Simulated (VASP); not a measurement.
# Be2C (Fm-3m) in VASP: single point with PBE

Aim: the single point of Be2C with PBE.

Program: VASP 6.6.1. These are calculated values, not measurements. Logs are shortened: lines on timing, memory, paths and dates and some standing lists are left out, and cuts for length are marked.

## Step 1: The cell of the first run

The structure is cubic, space group Fm-3m (No. 225). Conventional cell: a = 4.330 Å, b = 4.330 Å, c = 4.330 Å, α = 90.00°, β = 90.00°, γ = 90.00°. Be (site symmetry -43m) has 4 C at 1.87 Å and 6 Be at 2.16 Å within 2.5 Å. C (site symmetry m-3m) has 8 Be at 1.87 Å within 2.5 Å.

## Step 2: Single point, PBE

Contents of POSCAR:

```
Be2C
1.0
    0.0000000000      2.1648500000      2.1648500000
    2.1648500000      0.0000000000      2.1648500000
    2.1648500000      2.1648500000      0.0000000000
Be C
2 1
Direct
    0.2500000000      0.2500000000      0.2500000000
    0.7500000000      0.7500000000      0.7500000000
    0.0000000000      0.0000000000      0.0000000000
```

Contents of INCAR.step1:

```
SYSTEM = Be2C
PREC     = Accurate       ! precision mode
ENCUT    = 520            ! plane-wave cutoff, eV
EDIFF    = 1E-6           ! SCF threshold, eV
ISMEAR   = -5             ! smearing method
SIGMA    = 0.1            ! smearing width, eV
LREAL    = .False.        ! projectors in reciprocal space
LASPH    = .True.         ! aspherical terms in the spheres
NELM     = 120            ! most SCF steps
ALGO     = Normal         ! electronic algorithm
ISIF     = 2              ! what is computed and relaxed
LWAVE    = .False.        ! write WAVECAR
LCHARG   = .True.         ! write CHGCAR
GGA      = PE             ! functional
NBANDS   = 11             ! bands
GGA_COMPAT= .False.      
NEDOS    = 2001           ! points of the DOS
LORBIT   = 11             ! projections on sites
```

Contents of KPOINTS.step1:

```
Automatic mesh
0
Gamma
  10 10 10
  0 0 0
```

Contents of INCAR.step2:

```
SYSTEM = Be2C
PREC     = Accurate       ! precision mode
ENCUT    = 520            ! plane-wave cutoff, eV
EDIFF    = 1E-6           ! SCF threshold, eV
ISMEAR   = -5             ! smearing method
SIGMA    = 0.1            ! smearing width, eV
LREAL    = .False.        ! projectors in reciprocal space
LASPH    = .True.         ! aspherical terms in the spheres
NELM     = 120            ! most SCF steps
ALGO     = Normal         ! electronic algorithm
ISIF     = 2              ! what is computed and relaxed
LWAVE    = .False.        ! write WAVECAR
LCHARG   = .False.        ! write CHGCAR
GGA      = PE             ! functional
LORBIT   = 11             ! projections on sites
NBANDS   = 11             ! bands
NEDOS    = 2001           ! points of the DOS
ICHARG   = 11             ! starting density
GGA_COMPAT= .False.
```

Contents of KPOINTS.step2:

```
Automatic mesh
0
Gamma
  15 15 15
  0 0 0
```

Potentials or basis: VASP PAW PBE potentials, release 64 (Be, C).

On the command line:

```
cat potpaw_PBE.64/Be/POTCAR potpaw_PBE.64/C/POTCAR > POTCAR
cp INCAR.step1 INCAR
cp KPOINTS.step1 KPOINTS
mpirun -np 1 vasp_std > vasp.out
cp INCAR.step2 INCAR
cp KPOINTS.step2 KPOINTS
mpirun -np 1 vasp_std > vasp.out
```

OUTCAR:

```text
SYSTEM = Be2C
   PREC = Accurate
   ENCUT = 520
   EDIFF = 1E-6
   ISMEAR = -5
   LREAL = .False.
   LASPH = .True.
   NELM = 120
   ISIF = 2
   GGA = PE
   LORBIT = 11
   ICHARG = 11

 ion  position               nearest neighbor table
   1  0.250  0.250  0.250-   3 1.87   3 1.87   3 1.87   3 1.87   2 2.16   2 2.16   2 2.16   2 2.16
                             2 2.16   2 2.16
   2  0.750  0.750  0.750-   3 1.87   3 1.87   3 1.87   3 1.87   1 2.16   1 2.16   1 2.16   1 2.16
                             1 2.16   1 2.16
   3  0.000  0.000  0.000-   1 1.87   2 1.87   2 1.87   2 1.87   2 1.87   1 1.87   1 1.87   1 1.87

  LATTYP: Found a face centered cubic cell.
 ALAT       =     4.3297000000

  Lattice vectors:

 A1 = (   0.0000000000,   2.1648500000,   2.1648500000)
 A2 = (   2.1648500000,   0.0000000000,   2.1648500000)
 A3 = (   2.1648500000,   2.1648500000,   0.0000000000)

Analysis of symmetry for initial positions (statically):
=====================================================================
 Subroutine PRICEL returns:
 Original cell was already a primitive cell.

 Routine SETGRP: Setting up the symmetry group for a
 face centered cubic supercell.

 Subroutine GETGRP returns: Found 48 space group operations
 (whereof 48 operations were pure point group operations)
 out of a pool of 48 trial point group operations.

The static configuration has the point symmetry O_h .

Analysis of symmetry for dynamics (positions and initial velocities):
=====================================================================
 Subroutine PRICEL returns:
 Original cell was already a primitive cell.

 Routine SETGRP: Setting up the symmetry group for a
 face centered cubic supercell.

 Subroutine GETGRP returns: Found 48 space group operations
 (whereof 48 operations were pure point group operations)
 out of a pool of 48 trial point group operations.

The dynamic configuration has the point symmetry O_h .

 Subroutine INISYM returns: Found 48 space group operations
 (whereof 48 operations are pure point group operations),
 and found     1 'primitive' translations

----------------------------------------------------------------------------------------

                                     Primitive cell

  volume of cell :      20.2915

  direct lattice vectors                    reciprocal lattice vectors
     0.000000000  2.164850000  2.164850000    -0.230962884  0.230962884  0.230962884
     2.164850000  0.000000000  2.164850000     0.230962884 -0.230962884  0.230962884
     2.164850000  2.164850000  0.000000000     0.230962884  0.230962884 -0.230962884

  length of vectors
     3.061560231  3.061560231  3.061560231     0.400039450  0.400039450  0.400039450

  position of ions in fractional coordinates (direct lattice)
     0.250000000  0.250000000  0.250000000
     0.750000000  0.750000000  0.750000000
     0.000000000  0.000000000  0.000000000

  ion indices of the primitive-cell ions
   primitive index   ion index
                 1           1
                 2           2
                 3           3

----------------------------------------------------------------------------------------

 KPOINTS: Automatic mesh

Automatic generation of k-mesh.
 Grid dimensions read from file:
 generate k-points for:   15   15   15

 Generating k-lattice:

  Cartesian coordinates                     Fractional coordinates (reciprocal lattice)
    -0.015397526  0.015397526  0.015397526     0.066666667  0.000000000  0.000000000
     0.015397526 -0.015397526  0.015397526     0.000000000  0.066666667  0.000000000
     0.015397526  0.015397526 -0.015397526     0.000000000  0.000000000  0.066666667

  Length of vectors
     0.026669297  0.026669297  0.026669297

  Shift w.r.t. Gamma in fractional coordinates (k-lattice)
     0.000000000  0.000000000  0.000000000

 TETIRR: Found    484 inequivalent tetrahedra from    20250

 Subroutine IBZKPT returns following result:
 ===========================================

 Found    120 irreducible k-points:

 Following reciprocal coordinates:
            Coordinates               Weight
  0.000000  0.000000  0.000000      1.000000
  0.066667  0.000000  0.000000      8.000000
  0.133333  0.000000  0.000000      8.000000
  0.200000  0.000000  0.000000      8.000000
  0.266667  0.000000  0.000000      8.000000
  0.333333  0.000000  0.000000      8.000000
[... 16 lines left out ...]
  0.133333  0.133333  0.000000      6.000000
  0.200000  0.133333  0.000000     24.000000
 [... further k-points ...]
   k-points           NKPTS =    120   k-points in BZ     NKDIM =    120   number of bands    NBANDS=     11
   number of dos      NEDOS =   2001   number of ions     NIONS =      3
   total plane-waves  NPLWV =  13824
   dimension x,y,z NGX =    24 NGY =   24 NGZ =   24
   dimension x,y,z NGXF=    48 NGYF=   48 NGZF=   48
   ions per type =               2   1
   NGX,Y,Z   is equivalent  to a cutoff of  13.03, 13.03, 13.03 a.u.
   NGXF,Y,Z  is equivalent  to a cutoff of  26.06, 26.06, 26.06 a.u.
 SYSTEM =  Be2C
   PREC   = accura    normal or accurate (medium, high low for compatibility)
   ISTART =      0    job   : 0-new  1-cont  2-samecut
   ICHARG =     11    charge: 1-file 2-atom 10-const
   ISPIN  =      1    spin polarized calculation?
   LNONCOLLINEAR =      F non collinear calculations
   LSORBIT =      F    spin-orbit coupling
   LASPH  =      T    aspherical Exc in radial PAW
   ENCUT  =  520.0 eV  38.22 Ry    6.18 a.u.   5.69  5.69  5.69*2*pi/ulx,y,z
   NELM   =    120;   NELMIN=  2; NELMDL=  0     # of ELM steps
   EDIFF  = 0.1E-05   stopping-criterion for ELM
   LREAL  =      F    real-space projection
   EDIFFG = 0.1E-04   stopping-criterion for IOM
   NSW    =      0    number of steps for IOM
   IBRION =     -1    ionic relax: 0-MD 1-quasi-New 2-CG
   NFREE  =      0    steps in history (QN), initial steepest desc. (CG)
   ISIF   =      2    stress and relaxation
   ISYM   =      2    0-nonsym 1-usesym 2-fastsym
   POTIM  = 0.5000    time-step for ionic-motion
   TEBEG  =    0.0;   TEEND  =   0.0 temperature during run
   PSTRESS=    0.0 pullay stress
   NELECT =       8.0000    total number of electrons
   NUPDOWN=      -1.0000    fix difference up-down
   EMIN   =  10.00;   EMAX   =-10.00  energy-range for DOS
   EFERMI =   0.00;   METHOD = LEGACY
   ISMEAR =    -5;   SIGMA  =   0.10  broadening in eV -4-tet -1-fermi 0-gaus
   EFERMI_NEDOS =   21; number of points for ismear=-14 and -15
   IALGO  =     38    algorithm
   IMIX   =      4    mixing-type and parameters
     AMIX     =   0.40;   BMIX     =  1.00
     AMIX_MAG =   1.60;   BMIX_MAG =  1.00
  volume/ion in A,a.u.               =       6.76        45.64
  Fermi-wavevector in a.u.,A,eV,Ry     =   1.200421  2.268467 19.606148  1.441011
  Thomas-Fermi vector in A             =   2.336258
   LORBIT       =     11    0 simple, 1 ext, 2 COOP (PROOUT), +10 PAW based schemes
   GGA     = PE    functional components
   LHFCALC =     F    Hartree Fock is set to
   AEXX    =    0.0000 exact exchange contribution
   IVDW    =     0    specifies the selected vdW correction
   LEPSILON=     F    determine dielectric tensor
   LRPA    =     F    only Hartree local field effects (RPA)
 non-spin polarized calculation
 Fermi weights with tetrahedron method with Bloechl corrections
  energy-cutoff  :      520.00
  volume of cell :       20.29
 maximum number of plane-waves:       560

 number of electron       8.0000000 magnetization

 Free energy of the ion-electron system (eV)
  ---------------------------------------------------
  ext. energy  EPLUGINS =         0.00000000
  ---------------------------------------------------
  free energy    TOTEN  =       -17.45581157 eV

  energy without entropy =      -17.45581157  energy(sigma->0) =      -17.45581157

 E-fermi :   7.7279     XC(G=0): -11.4372

 val. band max:        7.7260061403   @ k =   0.0000   0.0000   0.0000
 cond. band min:       8.9348017893   @ k =   0.4667   0.4667   0.0000
 fundamental gap:      1.2087956490
 Fermi energy:         7.7279191489

 k-point     1 :       0.0000    0.0000    0.0000
  band No.  band energies     occupation
      1      -7.3113      2.00000
      2       7.7260      2.00000
      3       7.7260      2.00000
      4       7.7260      2.00000
      5      11.8529      0.00000
      6      11.8529      0.00000
      7      11.8529      0.00000
      8      14.4728      0.00000
      9      20.8920      0.00000
     10      20.8920      0.00000
     11      20.8920      0.00000

 k-point     2 :       0.0667    0.0000    0.0000
  band No.  band energies     occupation
      1      -7.2403      2.00000
      2       7.0610      2.00000
      3       7.5800      2.00000
      4       7.5800      2.00000
      5      12.0660      0.00000
      6      12.0660      0.00000
      7      12.3018      0.00000
      8      14.6412      0.00000
      9      20.3104      0.00000
     10      20.3104      0.00000
     11      21.0630      0.00000

 k-point     3 :       0.1333    0.0000    0.0000
  band No.  band energies     occupation
      1      -7.0283      2.00000
      2       5.6554      2.00000
      3       7.2342      2.00000
      4       7.2342      2.00000
      5      12.5627      0.00000
      6      12.5627      0.00000
      7      13.0304      0.00000
      8      15.1475      0.00000
      9      19.4154      0.00000
     10      19.4154      0.00000
     11      21.5665      0.00000
[... 267 lines left out ...]
 k-point    23 :       0.1333    0.1333    0.0000
  band No.  band energies     occupation
      1      -6.9352      2.00000
      2       6.2878      2.00000
      3       6.2878      2.00000
      4       6.5746      2.00000
      5      12.1024      0.00000
      6      13.6524      0.00000
      7      13.6524      0.00000
      8      14.4259      0.00000
      9      18.2825      0.00000
     10      21.9248      0.00000
     11      21.9249      0.00000

 k-point    24 :       0.2000    0.1333    0.0000
  band No.  band energies     occupation
      1      -6.6803      2.00000
      2       5.0740      2.00000
      3       5.8079      2.00000
      4       6.4812      2.00000
      5      12.3735      0.00000
      6      13.9452      0.00000
      7      14.3013      0.00000
      8      14.4047      0.00000
      9      18.3783      0.00000
     10      21.8743      0.00000
     11      22.5421      0.00000

 [... further k-points ...]
[... 5 lines left out ...]
  --------------------------------------------------------------------------------------
  -------------------------------------------------------------------------------------
  Total        0.0267399      0.0267399      0.0267399      0.0000000      0.0000000      0.0000000
  in kB        2.1113334      2.1113334      2.1113334      0.0000000      0.0000000      0.0000000
  external PRESSURE =       2.1113334 kB  Pullay stress =       0.0000000 kB

 VOLUME and BASIS-vectors are now :
 -----------------------------------------------------------------------------
  energy-cutoff  :      520.00
  volume of cell :       20.29
      direct lattice vectors                 reciprocal lattice vectors
     0.000000000  2.164850000  2.164850000    -0.230962884  0.230962884  0.230962884
     2.164850000  0.000000000  2.164850000     0.230962884 -0.230962884  0.230962884
     2.164850000  2.164850000  0.000000000     0.230962884  0.230962884 -0.230962884

 POSITION                                       TOTAL-FORCE (eV/Angst)
 -----------------------------------------------------------------------------------
      1.08242      1.08242      1.08242         0.000000      0.000000      0.000000
      3.24728      3.24728      3.24728        -0.000000     -0.000000     -0.000000
      0.00000      0.00000      0.00000        -0.000000     -0.000000     -0.000000
 -----------------------------------------------------------------------------------
    total drift:                               -0.000000     -0.000000     -0.000000

  FREE ENERGIE OF THE ION-ELECTRON SYSTEM (eV)
  ---------------------------------------------------
  free  energy   TOTEN  =       -17.4558115690 eV

  energy  without entropy=      -17.4558115690  energy(sigma->0) =      -17.45581157

 total charge

# of ion       s       p       d       tot
------------------------------------------
    1        0.427   0.839   0.000   1.266
    2        0.427   0.839   0.000   1.266
    3        0.805   1.696   0.000   2.501
--------------------------------------------------
tot          1.659   3.373   0.000   5.032
```

Wall time 20 s (1 thread of AMD EPYC 7R43 (Zen 3), shared host); peak memory 0.11 GiB.

What came out:

```yaml
Valence_electrons_inside_the_program's_atomic_spheres: Be 1.27; C 2.50
```
